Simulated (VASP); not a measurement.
# Nb3C2 (P-6m2) in VASP: a series of runs

Runs on Nb3C2. Level: PBE. Tasks: single point.

Program: VASP 6.6.1. These are calculated values, not measurements. Logs are shortened: lines on timing, memory, paths and dates and some standing lists are left out, and cuts for length are marked.

## 1. The cell of the first run

The structure is hexagonal, space group P-6m2 (No. 187). The conventional cell has a = 2.769 Å, b = 2.769 Å, c = 9.957 Å, α = 90.00°, β = 90.00°, γ = 120.00°. Nb (site symmetry 3m) has 4 C at 2.26 to 2.77 Å and 7 Nb at 2.72 to 2.77 Å within 3.0 Å. Nb (site symmetry -6m2) has 8 Nb at 2.72 to 2.77 Å within 3.6 Å. Within 2.1 Å of C (site symmetry -6m2) lie 3 C at 1.60 Å. C (site symmetry -6m2) has 3 C at 1.60 Å within 2.1 Å.

## 2. Single point, PBE

File INCAR:

```
SYSTEM = Nb3C2
PREC     = Accurate       ! precision mode
ENCUT    = 520            ! plane-wave cutoff, eV
EDIFF    = 1E-6           ! SCF threshold, eV
ISMEAR   = 0              ! smearing method
SIGMA    = 0.1            ! smearing width, eV
LREAL    = .False.        ! projectors in reciprocal space
LASPH    = .True.         ! aspherical terms in the spheres
NELM     = 60             ! most SCF steps
ALGO     = Normal         ! electronic algorithm
ISIF     = 2              ! what is computed and relaxed
LWAVE    = .False.        ! write WAVECAR
LCHARG   = .True.         ! write CHGCAR
GGA      = PE             ! functional
LELF     = .True.         ! ELF
LVHAR    = .True.       
NBANDS   = 32             ! bands
```

File KPOINTS:

```
regular mesh
0
Gamma
  6 6 4
  0 0 0
```

File POSCAR:

```
Nb3C2
1.0
    2.7688916884      0.0000000000      0.0000000000
   -1.3844458442      2.3979305425      0.0000000000
    0.0000000000      0.0000000000      9.9569790440
Nb C
3 2
Direct
    0.6666666667      0.3333333333      0.2267149135
    0.6666666667      0.3333333333      0.7732850865
    0.6666666667      0.3333333333      0.5000000000
    0.6666666667      0.3333333333      0.0000000000
    0.0000000000      0.0000000000      0.0000000000
```

Potentials or basis: VASP PAW PBE potentials, release 64 (Nb_sv, C).

Run with:

```
$ cat potpaw_PBE.64/Nb_sv/POTCAR potpaw_PBE.64/C/POTCAR > POTCAR
$ mpirun -np 1 vasp_std > vasp.out
```

OUTCAR:

```text
SYSTEM = Nb3C2
   PREC = Accurate
   ENCUT = 520
   EDIFF = 1E-6
   ISMEAR = 0
   LREAL = .False.
   LASPH = .True.
   NELM = 60
   ISIF = 2
   GGA = PE

 ion  position               nearest neighbor table
   1  0.667  0.333  0.227-   4 2.26   3 2.72
   2  0.667  0.333  0.773-   4 2.26   3 2.72
   3  0.667  0.333  0.500-   1 2.72   2 2.72
   4  0.667  0.333  0.000-   5 1.60   5 1.60   5 1.60   1 2.26   2 2.26
   5  0.000  0.000  0.000-   4 1.60   4 1.60   4 1.60

  LATTYP: Found a hexagonal cell.
 ALAT       =     2.7688916884
 C/A-ratio  =     3.5960160832

  Lattice vectors:

 A1 = (   2.7688916884,   0.0000000000,   0.0000000000)
 A2 = (  -1.3844458442,   2.3979305425,   0.0000000000)
 A3 = (   0.0000000000,   0.0000000000,   9.9569790440)

Analysis of symmetry for initial positions (statically):
=====================================================================
 Subroutine PRICEL returns:
 Original cell was already a primitive cell.

 Routine SETGRP: Setting up the symmetry group for a
 hexagonal supercell.

 Subroutine GETGRP returns: Found 12 space group operations
 (whereof 12 operations were pure point group operations)
 out of a pool of 24 trial point group operations.

The static configuration has the point symmetry D_3h.

Analysis of symmetry for dynamics (positions and initial velocities):
=====================================================================
 Subroutine PRICEL returns:
 Original cell was already a primitive cell.

 Routine SETGRP: Setting up the symmetry group for a
 hexagonal supercell.

 Subroutine GETGRP returns: Found 12 space group operations
 (whereof 12 operations were pure point group operations)
 out of a pool of 24 trial point group operations.

The dynamic configuration has the point symmetry D_3h.

 Subroutine INISYM returns: Found 12 space group operations
 (whereof 12 operations are pure point group operations),
 and found     1 'primitive' translations

----------------------------------------------------------------------------------------

                                     Primitive cell

  volume of cell :      66.1105

  direct lattice vectors                    reciprocal lattice vectors
     2.768891688  0.000000000  0.000000000     0.361155333  0.208513129  0.000000000
    -1.384445844  2.397930543  0.000000000     0.000000000  0.417026258  0.000000000
     0.000000000  0.000000000  9.956979044     0.000000000  0.000000000  0.100432068

  length of vectors
     2.768891688  2.768891688  9.956979044     0.417026258  0.417026258  0.100432068

  position of ions in fractional coordinates (direct lattice)
     0.666666667  0.333333333  0.226714913
     0.666666667  0.333333333  0.773285087
     0.666666667  0.333333333  0.500000000
     0.666666667  0.333333333  0.000000000
     0.000000000  0.000000000  0.000000000

  ion indices of the primitive-cell ions
   primitive index   ion index
                 1           1
                 2           2
                 3           3
                 4           4
                 5           5

----------------------------------------------------------------------------------------

 KPOINTS: regular mesh

Automatic generation of k-mesh.
 Grid dimensions read from file:
 generate k-points for:    6    6    4

 Generating k-lattice:

  Cartesian coordinates                     Fractional coordinates (reciprocal lattice)
     0.060192556  0.034752188  0.000000000     0.166666667  0.000000000  0.000000000
     0.000000000  0.069504376  0.000000000     0.000000000  0.166666667  0.000000000
     0.000000000  0.000000000  0.025108017     0.000000000  0.000000000  0.250000000

  Length of vectors
     0.069504376  0.069504376  0.025108017

  Shift w.r.t. Gamma in fractional coordinates (k-lattice)
     0.000000000  0.000000000  0.000000000

 Subroutine IBZKPT returns following result:
 ===========================================

 Found     21 irreducible k-points:

 Following reciprocal coordinates:
            Coordinates               Weight
  0.000000  0.000000  0.000000      1.000000
  0.166667 -0.000000  0.000000      6.000000
  0.333333 -0.000000  0.000000      6.000000
  0.500000 -0.000000  0.000000      3.000000
  0.166667  0.166667  0.000000      6.000000
  0.333333  0.166667  0.000000     12.000000
[... 13 lines left out ...]
  0.333333  0.166667  0.500000     12.000000
  0.333333  0.333333  0.500000      2.000000
   k-points           NKPTS =     21   k-points in BZ     NKDIM =     21   number of bands    NBANDS=     32
   number of dos      NEDOS =    301   number of ions     NIONS =      5
   total plane-waves  NPLWV =  46080
   dimension x,y,z NGX =    24 NGY =   24 NGZ =   80
   dimension x,y,z NGXF=    48 NGYF=   48 NGZF=  160
   ions per type =               3   2
   NGX,Y,Z   is equivalent  to a cutoff of  14.41, 14.41, 13.36 a.u.
   NGXF,Y,Z  is equivalent  to a cutoff of  28.82, 28.82, 26.71 a.u.
 SYSTEM =  Nb3C2
   PREC   = accura    normal or accurate (medium, high low for compatibility)
   ISTART =      0    job   : 0-new  1-cont  2-samecut
   ICHARG =      2    charge: 1-file 2-atom 10-const
   ISPIN  =      1    spin polarized calculation?
   LNONCOLLINEAR =      F non collinear calculations
   LSORBIT =      F    spin-orbit coupling
   LASPH  =      T    aspherical Exc in radial PAW
   ENCUT  =  520.0 eV  38.22 Ry    6.18 a.u.   5.15  5.15 18.51*2*pi/ulx,y,z
   NELM   =     60;   NELMIN=  2; NELMDL= -5     # of ELM steps
   EDIFF  = 0.1E-05   stopping-criterion for ELM
   LREAL  =      F    real-space projection
   EDIFFG = 0.1E-04   stopping-criterion for IOM
   NSW    =      0    number of steps for IOM
   IBRION =     -1    ionic relax: 0-MD 1-quasi-New 2-CG
   NFREE  =      0    steps in history (QN), initial steepest desc. (CG)
   ISIF   =      2    stress and relaxation
   ISYM   =      2    0-nonsym 1-usesym 2-fastsym
   POTIM  = 0.5000    time-step for ionic-motion
   TEBEG  =    0.0;   TEEND  =   0.0 temperature during run
   PSTRESS=    0.0 pullay stress
   NELECT =      47.0000    total number of electrons
   NUPDOWN=      -1.0000    fix difference up-down
   EMIN   =  10.00;   EMAX   =-10.00  energy-range for DOS
   EFERMI =   0.00;   METHOD = LEGACY
   ISMEAR =     0;   SIGMA  =   0.10  broadening in eV -4-tet -1-fermi 0-gaus
   EFERMI_NEDOS =   21; number of points for ismear=-14 and -15
   IALGO  =     38    algorithm
   IMIX   =      4    mixing-type and parameters
     AMIX     =   0.40;   BMIX     =  1.00
     AMIX_MAG =   1.60;   BMIX_MAG =  1.00
  volume/ion in A,a.u.               =      13.22        89.23
  Fermi-wavevector in a.u.,A,eV,Ry     =   1.461114  2.761105 29.046449  2.134854
  Thomas-Fermi vector in A             =   2.577484
   LORBIT       =      0    0 simple, 1 ext, 2 COOP (PROOUT), +10 PAW based schemes
   GGA     = PE    functional components
   LHFCALC =     F    Hartree Fock is set to
   AEXX    =    0.0000 exact exchange contribution
   IVDW    =     0    specifies the selected vdW correction
   LEPSILON=     F    determine dielectric tensor
   LRPA    =     F    only Hartree local field effects (RPA)
 non-spin polarized calculation
 Gauss-broadening in eV      SIGMA  =   0.10
  energy-cutoff  :      520.00
  volume of cell :       66.11
 maximum number of plane-waves:      1791
 NGX is ok and might be reduce to    24
   NGX = 11   NGY = 11   NGZ = 37

 number of electron      47.0000003 magnetization

 Free energy of the ion-electron system (eV)
  ---------------------------------------------------
  ext. energy  EPLUGINS =         0.00000000
  ---------------------------------------------------
  free energy    TOTEN  =       -45.33117962 eV

  energy without entropy =      -45.31470414  energy(sigma->0) =      -45.32294188

 E-fermi :  11.6417     XC(G=0): -12.5545

 val. band max:       11.6143988665   @ k =   0.3333   0.1667   0.5000
 cond. band min:      11.7038575788   @ k =   0.0000   0.0000   0.0000
 fundamental gap:      0.0894587123
 Fermi energy:        11.6416583149

 k-point     1 :       0.0000    0.0000    0.0000
  band No.  band energies     occupation
      1     -43.4048      2.00000
      2     -43.3954      2.00000
      3     -42.9445      2.00000
      4     -19.9865      2.00000
      5     -19.7346      2.00000
      6     -18.8040      2.00000
[... 24 lines left out ...]
     31      14.7906      0.00000
     32      14.7913      0.00000

 k-point     2 :       0.1667   -0.0000    0.0000
  band No.  band energies     occupation
      1     -43.3309      2.00000
      2     -43.3217      2.00000
      3     -42.8708      2.00000
      4     -19.9042      2.00000
      5     -19.6570      2.00000
      6     -18.9371      2.00000
[... 24 lines left out ...]
     31      14.6895      0.00000
     32      14.8472      0.00000

 k-point     3 :       0.3333   -0.0000    0.0000
  band No.  band energies     occupation
      1     -43.1795      2.00000
      2     -43.1709      2.00000
      3     -42.7200      2.00000
      4     -19.8087      2.00000
      5     -19.7951      2.00000
      6     -19.7360      2.00000
[... 24 lines left out ...]
     31      15.2780      0.00000
     32      15.5408      0.00000

 k-point     4 :       0.5000   -0.0000    0.0000
  band No.  band energies     occupation
      1     -43.1019      2.00000
      2     -43.0937      2.00000
      3     -42.6427      2.00000
      4     -20.2193      2.00000
      5     -20.2028      2.00000
      6     -19.8016      2.00000
[... 549 lines left out ...]
     31      15.4741      0.00000
     32      15.8301      0.00000

 k-point    20 :       0.3333    0.1667    0.5000
  band No.  band energies     occupation
      1     -43.1021      2.00000
      2     -43.0941      2.00000
      3     -42.6430      2.00000
      4     -20.0038      2.00000
      5     -19.9931      2.00000
      6     -19.6599      2.00000
[... 24 lines left out ...]
     31      14.7145      0.00000
     32      16.2707      0.00000

 k-point    21 :       0.3333    0.3333    0.5000
  band No.  band energies     occupation
      1     -43.0633      2.00000
      2     -43.0554      2.00000
      3     -42.6043      2.00000
      4     -19.7094      2.00000
      5     -19.7037      2.00000
      6     -19.7006      2.00000
[... 24 lines left out ...]
     31      13.9699      0.00000
     32      17.8874      0.00000

------------------------ aborting loop because EDIFF is reached ----------------------------------------

  FORCE on cell =-STRESS in cart. coord.  units (eV):
  Direction    XX          YY          ZZ          XY          YZ          ZX
  --------------------------------------------------------------------------------------
  -------------------------------------------------------------------------------------
  Total        0.0949190      0.0949190      0.0069877      0.0000000     -0.0000000     -0.0000000
  in kB        2.3003481      2.3003481      0.1693467      0.0000000     -0.0000000     -0.0000000
  external PRESSURE =       1.5900143 kB  Pullay stress =       0.0000000 kB

 VOLUME and BASIS-vectors are now :
 -----------------------------------------------------------------------------
  energy-cutoff  :      520.00
  volume of cell :       66.11
      direct lattice vectors                 reciprocal lattice vectors
     2.768891688  0.000000000  0.000000000     0.361155333  0.208513129  0.000000000
    -1.384445844  2.397930543  0.000000000     0.000000000  0.417026258  0.000000000
     0.000000000  0.000000000  9.956979044     0.000000000  0.000000000  0.100432068

 POSITION                                       TOTAL-FORCE (eV/Angst)
 -----------------------------------------------------------------------------------
      1.38445      0.79931      2.25740        -0.000000     -0.000000      0.007994
      1.38445      0.79931      7.69958         0.000000     -0.000000     -0.007994
      1.38445      0.79931      4.97849         0.000000      0.000000      0.000000
      1.38445      0.79931      0.00000        -0.000000      0.000000      0.000000
      0.00000      0.00000      0.00000        -0.000000      0.000000      0.000000
 -----------------------------------------------------------------------------------
    total drift:                               -0.000001      0.000000      0.000000

  FREE ENERGIE OF THE ION-ELECTRON SYSTEM (eV)
  ---------------------------------------------------
  free  energy   TOTEN  =       -45.3311796177 eV

  energy  without entropy=      -45.3147041434  energy(sigma->0) =      -45.32294188
```

Wall time 1.9 min (1 thread of Intel Xeon Platinum 8375C at 2.90GHz (Ice Lake), shared host); peak memory 0.2 GiB.

What came out:

```yaml
Free_energy: -45.3312 eV
Pressure: 0.2 GPa
Largest_force: 0.008 eV/Å
```

Forces in eV/Å, atoms in the order of the input:
```
Nb   0.000  0.000  0.008
Nb   0.000  0.000 -0.008
Nb   0.000  0.000  0.000
C    0.000  0.000  0.000
C    0.000  0.000  0.000
```

Stress tensor (GPa, compression positive):
```
0.23 0.00 0.00
0.00 0.23 0.00
0.00 0.00 0.02
```

Levels at points of the mesh, in eV from the Fermi level:
```tsv
k point	band 20	band 21	band 22	band 23	band 24	band 25	band 26	band 27	band 28	band 29
(0.00, 0.00, 0.00)	-2.74	-1.08	0.06	0.06	0.20	0.20	0.69	0.69	2.63	2.63
(0.50, 0.00, 0.00)	-3.26	-2.53	-2.28	-0.97	1.19	1.81	2.01	2.42	3.05	3.56
(0.00, 0.00, 0.50)	-2.49	-1.40	0.09	0.09	0.16	0.16	0.70	0.70	2.65	2.65
(0.50, 0.00, 0.50)	-3.86	-3.20	-0.62	0.12	0.27	1.01	1.43	1.95	2.93	3.85
```

Caveat: the k points lie up to 0.44 Å⁻¹ apart.

## 3. Single point, PBE

This run uses another cell than the first one, of 16.27 Å³/atom, 1.230 times its volume.

File INCAR:

```
SYSTEM = Nb3C2
  ALGO = Normal
  EDIFF = 1E-6
  ENCUT = 520
  GGA = PE
  ISIF = 2
  ISMEAR = 0
  LASPH = .TRUE.
  LCHARG = .TRUE.
  LELF = .TRUE.
  LREAL = .FALSE.
  LVHAR = .TRUE.
  LWAVE = .FALSE.
  NBANDS = 32
  NELM = 60
  PREC = Accurate
  SIGMA = 0.1
```

File KPOINTS:

```
k-points
0
G
  6 6 4
  0 0 0
```

File POSCAR:

```
Nb3C2
1.0
    3.7552090800      0.0000000000      0.0000000000
   -1.8776045400      3.2521064600      0.0000000000
    0.0000000000      0.0000000000      6.6593233300
Nb C
3 2
Direct
    0.6666666700      0.3333333300      0.1958517700
    0.6666666700      0.3333333300      0.8041482300
    0.6666666700      0.3333333300      0.5000000000
    0.6666666700      0.3333333300      0.0000000000
    0.0000000000      0.0000000000      0.0000000000
```

Potentials or basis: VASP PAW PBE potentials, release 64 (Nb_sv, C).

Run with:

```
$ cat potpaw_PBE.64/Nb_sv/POTCAR potpaw_PBE.64/C/POTCAR > POTCAR
$ mpirun -np 1 vasp_std > vasp.out
```

Wall time 2 min (1 thread of Intel Xeon Platinum 8375C at 2.90GHz (Ice Lake), shared host); peak memory 0.19 GiB.

It converged, with:

```yaml
Free_energy: -12.0115 eV
Pressure: 116.9 GPa
Largest_force: 43.595 eV/Å
```

Forces in eV/Å, atoms in the order of the input:
```
Nb    0.000   0.000  43.595
Nb    0.000   0.000 -43.595
Nb    0.000   0.000   0.000
C     0.000   0.000   0.000
C     0.000   0.000   0.000
```

Stress tensor (GPa, compression positive):
```
-15.79   0.00   0.00
  0.00 -15.79   0.00
  0.00   0.00 382.19
```

Levels at points of the mesh, in eV from the Fermi level:
| k point | band 19 | band 20 | band 21 | band 22 | band 23 | band 24 | band 25 | band 26 | band 27 | band 28 |
| --- | --- | --- | --- | --- | --- | --- | --- | --- | --- | --- |
| (0.00, 0.00, 0.00) | -2.89 | -2.89 | -2.56 | -2.56 | -0.54 | 0.40 | 0.40 | 0.46 | 0.46 | 2.61 |
| (0.50, 0.00, 0.00) | -3.09 | -3.07 | -1.74 | -1.45 | -0.10 | 0.37 | 0.91 | 1.53 | 1.75 | 2.09 |
| (0.00, 0.00, 0.50) | -2.50 | -2.50 | -1.39 | -0.79 | -0.79 | -0.01 | -0.01 | 0.07 | 0.60 | 0.60 |
| (0.50, 0.00, 0.50) | -3.05 | -1.36 | -1.19 | -0.95 | -0.03 | 0.36 | 0.66 | 0.80 | 1.09 | 1.65 |

Caveat: forces of over 1 eV/Å act on the atoms, so gaps and moduli don't describe the material at rest.
